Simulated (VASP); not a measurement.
# Ca3C8 (P6/mmm) in VASP: a series of runs

The runs below take Ca3C8 through single point, relaxation of cell and atoms, with PBE.

Everything below comes from runs of VASP 6.6.1. Logs are shortened: lines on timing, memory, paths and dates and some standing lists are left out, and cuts for length are marked.

## (1) The cell of the first run

Symmetry: P6/mmm, No. 191, hexagonal system. Conventional cell: a = 5.291 Å, b = 5.291 Å, c = 4.356 Å, α = 90.00°, β = 90.00°, γ = 120.00°. Within 3.5 Å of Ca (site symmetry mmm) lie 4 Ca at 2.65 Å and 12 C at 2.66 Å. Within 2.0 Å of C (site symmetry mm2) lie 3 C at 1.53 Å. Within 2.0 Å of C (site symmetry -6m2) lie 3 C at 1.53 Å.

## (2) Single point, PBE

INCAR

```
SYSTEM = Ca3C8
  PREC = Accurate
  ENCUT = 520
  EDIFF = 1E-7
  ISMEAR = 0
  SIGMA = 0.1
  LREAL = .FALSE.
  LASPH = .TRUE.
  NELM = 100
  ALGO = Normal
  ISIF = 2
  LWAVE = .FALSE.
  LCHARG = .TRUE.
  GGA = PE
  LELF = .TRUE.
  LVHAR = .TRUE.
  NBANDS = 42
```

KPOINTS

```
regular mesh
0
G
  6 6 6
  0 0 0
```

POSCAR

```
Ca3C8
1.0
    5.2906292552      0.0000000000      0.0000000000
   -2.6453146276      4.5818193370      0.0000000000
    0.0000000000      0.0000000000      4.3558000618
Ca C
3 8
Direct
    0.5000000000      0.0000000000      0.5000000000
    0.0000000000      0.5000000000      0.5000000000
    0.5000000000      0.5000000000      0.5000000000
    0.8335808349      0.6671616699      0.0000000000
    0.8335808349      0.1664191651      0.0000000000
    0.3333333333      0.6666666667      0.0000000000
    0.3328383301      0.1664191651      0.0000000000
    0.6671616699      0.8335808349      0.0000000000
    0.6666666667      0.3333333333      0.0000000000
    0.1664191651      0.8335808349      0.0000000000
    0.1664191651      0.3328383301      0.0000000000
```

Potentials or basis: VASP PAW PBE potentials, release 64 (Ca_sv, C).

Command:

```console
$ cat potpaw_PBE.64/Ca_sv/POTCAR potpaw_PBE.64/C/POTCAR > POTCAR
$ mpirun -np 1 vasp_std > vasp.out
```

OUTCAR:

```text
SYSTEM = Ca3C8
   PREC = Accurate
   ENCUT = 520
   EDIFF = 1E-7
   ISMEAR = 0
   LREAL = .FALSE.
   LASPH = .TRUE.
   NELM = 100
   ISIF = 2
   GGA = PE

 ion  position               nearest neighbor table
   1  0.500  0.000  0.500-   2 2.65   3 2.65   3 2.65   2 2.65
   2  0.000  0.500  0.500-   1 2.65   1 2.65   3 2.65   3 2.65
   3  0.500  0.500  0.500-   1 2.65   1 2.65   2 2.65   2 2.65
   4  0.834  0.667  0.000-   8 1.53  10 1.53   9 1.53
   5  0.834  0.166  0.000-   8 1.53  11 1.53   9 1.53
   6  0.333  0.667  0.000-  10 1.53  11 1.53   8 1.53
   7  0.333  0.166  0.000-  11 1.53  10 1.53   9 1.53
   8  0.667  0.834  0.000-   4 1.53   5 1.53   6 1.53
   9  0.667  0.333  0.000-   5 1.53   4 1.53   7 1.53
  10  0.166  0.834  0.000-   7 1.53   4 1.53   6 1.53
  11  0.166  0.333  0.000-   7 1.53   5 1.53   6 1.53

  LATTYP: Found a hexagonal cell.
 ALAT       =     5.2906292552
 C/A-ratio  =     0.8233047246

  Lattice vectors:

 A1 = (   5.2906292552,   0.0000000000,   0.0000000000)
 A2 = (  -2.6453146276,   4.5818193370,   0.0000000000)
 A3 = (   0.0000000000,   0.0000000000,   4.3558000618)

Analysis of symmetry for initial positions (statically):
=====================================================================
 Subroutine PRICEL returns:
 Original cell was already a primitive cell.

 Routine SETGRP: Setting up the symmetry group for a
 hexagonal supercell.

 Subroutine GETGRP returns: Found 24 space group operations
 (whereof 24 operations were pure point group operations)
 out of a pool of 24 trial point group operations.

The static configuration has the point symmetry D_6h.

Analysis of symmetry for dynamics (positions and initial velocities):
=====================================================================
 Subroutine PRICEL returns:
 Original cell was already a primitive cell.

 Routine SETGRP: Setting up the symmetry group for a
 hexagonal supercell.

 Subroutine GETGRP returns: Found 24 space group operations
 (whereof 24 operations were pure point group operations)
 out of a pool of 24 trial point group operations.

The dynamic configuration has the point symmetry D_6h.

 Subroutine INISYM returns: Found 24 space group operations
 (whereof 24 operations are pure point group operations),
 and found     1 'primitive' translations

----------------------------------------------------------------------------------------

                                     Primitive cell

  volume of cell :     105.5877

[... 119 lines left out ...]
   EMIN   =  10.00;   EMAX   =-10.00  energy-range for DOS
   EFERMI =   0.00;   METHOD = LEGACY
   ISMEAR =     0;   SIGMA  =   0.10  broadening in eV -4-tet -1-fermi 0-gaus
   EFERMI_NEDOS =   21; number of points for ismear=-14 and -15
   IALGO  =     38    algorithm
   IMIX   =      4    mixing-type and parameters
     AMIX     =   0.40;   BMIX     =  1.00
     AMIX_MAG =   1.60;   BMIX_MAG =  1.00
  volume/ion in A,a.u.               =       9.60        64.78
  Fermi-wavevector in a.u.,A,eV,Ry     =   1.370885  2.590597 25.569774  1.879325
  Thomas-Fermi vector in A             =   2.496631
   LORBIT       =      0    0 simple, 1 ext, 2 COOP (PROOUT), +10 PAW based schemes
   GGA     = PE    functional components
   LHFCALC =     F    Hartree Fock is set to
   AEXX    =    0.0000 exact exchange contribution
   IVDW    =     0    specifies the selected vdW correction
   LEPSILON=     F    determine dielectric tensor
   LRPA    =     F    only Hartree local field effects (RPA)
 non-spin polarized calculation
 Gauss-broadening in eV      SIGMA  =   0.10
  energy-cutoff  :      520.00
  volume of cell :      105.59
 maximum number of plane-waves:      2856
 NGX is ok and might be reduce to    40
   NGX = 19   NGY = 19   NGZ = 17

 number of electron      62.0000012 magnetization

 Free energy of the ion-electron system (eV)
  ---------------------------------------------------
  ext. energy  EPLUGINS =         0.00000000
  ---------------------------------------------------
  free energy    TOTEN  =       -74.03764933 eV

  energy without entropy =      -74.01361918  energy(sigma->0) =      -74.02563426

 E-fermi :   8.4290     XC(G=0): -11.6414

 val. band max:        8.4064355589   @ k =   0.3333   0.1667   0.5000
 cond. band min:       8.4312740393   @ k =   0.3333   0.1667   0.0000
 fundamental gap:      0.0248384804
 Fermi energy:         8.4290010572

 k-point     1 :       0.0000    0.0000    0.0000
  band No.  band energies     occupation
      1     -33.0769      2.00000
      2     -32.4793      2.00000
      3     -32.4793      2.00000
      4     -15.7604      2.00000
      5     -14.6251      2.00000
      6     -14.6251      2.00000
[... 1069 lines left out ...]
     41      12.3818      0.00000
     42      13.1939      0.00000

 [... further k-points ...]

------------------------ aborting loop because EDIFF is reached ----------------------------------------

  FORCE on cell =-STRESS in cart. coord.  units (eV):
  Direction    XX          YY          ZZ          XY          YZ          ZX
  --------------------------------------------------------------------------------------
  -------------------------------------------------------------------------------------
  Total        0.4572576      0.4572576      0.6033683      0.0000000     -0.0000000      0.0000000
  in kB        6.9383830      6.9383830      9.1554534      0.0000000     -0.0000000      0.0000000
  external PRESSURE =       7.6774065 kB  Pullay stress =       0.0000000 kB

 VOLUME and BASIS-vectors are now :
 -----------------------------------------------------------------------------
  energy-cutoff  :      520.00
  volume of cell :      105.59
      direct lattice vectors                 reciprocal lattice vectors
     5.290629255  0.000000000  0.000000000     0.189013433  0.109126957  0.000000000
    -2.645314628  4.581819337  0.000000000     0.000000000  0.218253913  0.000000000
     0.000000000  0.000000000  4.355800062     0.000000000  0.000000000  0.229578949

 POSITION                                       TOTAL-FORCE (eV/Angst)
 -----------------------------------------------------------------------------------
      2.64531      0.00000      2.17790        -0.000000     -0.000000      0.000000
     -1.32266      2.29091      2.17790        -0.000000     -0.000000      0.000000
      1.32266      2.29091      2.17790        -0.000000     -0.000000      0.000000
      2.64531      3.05681      0.00000        -0.000000      0.010501      0.000000
      3.96994      0.76250      0.00000         0.009094     -0.005251     -0.000000
     -0.00000      3.05455      0.00000        -0.000000     -0.000000      0.000000
      1.32069      0.76250      0.00000        -0.009094     -0.005251     -0.000000
      1.32462      3.81932      0.00000         0.009094      0.005251      0.000000
      2.64531      1.52727      0.00000        -0.000000     -0.000000      0.000000
     -1.32462      3.81932      0.00000        -0.009094      0.005251     -0.000000
      0.00000      1.52501      0.00000         0.000000     -0.010501     -0.000000
 -----------------------------------------------------------------------------------
    total drift:                               -0.000000      0.000000      0.000000

  FREE ENERGIE OF THE ION-ELECTRON SYSTEM (eV)
  ---------------------------------------------------
  free  energy   TOTEN  =       -74.0376493322 eV

  energy  without entropy=      -74.0136191815  energy(sigma->0) =      -74.02563426
```

OSZICAR:

```text
N       E                     dE             d eps       ncg     rms          rms(c)
DAV:   1     0.564607855170E+03    0.56461E+03   -0.31186E+04  2352   0.150E+03
DAV:   2    -0.281883582496E+02   -0.59280E+03   -0.57249E+03  2652   0.424E+02
DAV:   3    -0.744423585307E+02   -0.46254E+02   -0.45075E+02  3542   0.105E+02
DAV:   4    -0.766892975877E+02   -0.22469E+01   -0.22213E+01  3712   0.196E+01
DAV:   5    -0.767745906156E+02   -0.85293E-01   -0.85184E-01  3424   0.341E+00    0.112E+01
DAV:   6    -0.745698975653E+02    0.22047E+01   -0.25228E+00  2950   0.643E+00    0.629E+00
DAV:   7    -0.740492645494E+02    0.52063E+00   -0.12862E+00  3040   0.522E+00    0.239E+00
DAV:   8    -0.740372317939E+02    0.12033E-01   -0.98961E-02  3374   0.157E+00    0.889E-01
DAV:   9    -0.740371905650E+02    0.41229E-04   -0.15278E-02  3696   0.589E-01    0.218E-01
DAV:  10    -0.740375367775E+02   -0.34621E-03   -0.17064E-03  3190   0.197E-01    0.681E-02
DAV:  11    -0.740376389822E+02   -0.10220E-03   -0.24956E-04  3088   0.769E-02    0.256E-02
DAV:  12    -0.740376475920E+02   -0.86098E-05   -0.60520E-05  3134   0.428E-02    0.739E-03
DAV:  13    -0.740376496642E+02   -0.20722E-05   -0.83649E-06  3320   0.138E-02    0.480E-03
DAV:  14    -0.740376494737E+02    0.19053E-06   -0.17045E-06  2864   0.605E-03    0.120E-03
DAV:  15    -0.740376493392E+02    0.13446E-06   -0.10740E-07  2032   0.175E-03    0.308E-04
DAV:  16    -0.740376493322E+02    0.70286E-08   -0.18368E-08  1794   0.741E-04
   1 F= -.74037649E+02 E0= -.74025634E+02  d E =-.240302E-01
```

It took 83 s on 1 thread of Intel Xeon 6975P-C (Granite Rapids), shared host; peak memory 0.26 GiB.

What came out:

```yaml
Free_energy: -74.0376 eV
Pressure: 0.8 GPa
Largest_force: 0.011 eV/Å
Band_gap_on_the_k_mesh: zero (bands 31 and 32 overlap by 2.36 eV)
```

Forces on the atoms (eV/Å):
```
Ca   0.000  0.000  0.000
Ca   0.000  0.000  0.000
Ca   0.000  0.000  0.000
C    0.000  0.011  0.000
C    0.009 -0.005  0.000
C    0.000  0.000  0.000
C   -0.009 -0.005  0.000
C    0.009  0.005  0.000
C    0.000  0.000  0.000
C   -0.009  0.005  0.000
C    0.000 -0.011  0.000
```

Stress tensor (GPa, compression positive):
```
0.69 0.00 0.00
0.00 0.69 0.00
0.00 0.00 0.92
```

(Continued in part 2 of 2.)
